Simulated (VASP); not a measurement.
Here is a VASP 6.6.1 calculation.

Contents of INCAR:

```
SYSTEM = Al
PREC = Accurate
ENCUT = 520
EDIFF = 1E-7
ISMEAR = 0
SIGMA = 0.15
LREAL = .False.
LASPH = .True.
NELM = 80
ALGO = Normal
ISIF = 2
LWAVE = .False.
LCHARG = .False.
GGA = PS
IVDW = 12
NBANDS = 8
```

The input KPOINTS:

```
regular mesh
0
Gamma
  20 20 20
  0 0 0
```

POSCAR

```
Al
1.0
    0.0000000000      2.0846994000      2.0543397000
    2.0846994000      0.0000000000      2.0543397000
    2.0846994000      2.0846994000      0.0000000000
Al
1
Direct
    0.0000000000      0.0000000000      0.0000000000
```

Potentials or basis: VASP PAW PBE potentials, release 64 (Al).

The run is started by

```console
$ cat potpaw_PBE.64/Al/POTCAR > POTCAR
$ mpirun -np 1 vasp_std > vasp.out
```

Problem. Estimate the pressure.

Solution. -9.1 GPa.

Problem. What does it give for the dispersion energy per atom?

Solution. -0.293 eV.

Caveat: the cell differs from its parent crystal (strain +0.030 along x and y, +0.015 along z); the PAW data sets were made with another functional, which shifts forces and pressure a little; pairwise dispersion overbinds metals, which lowers pressure and volume.
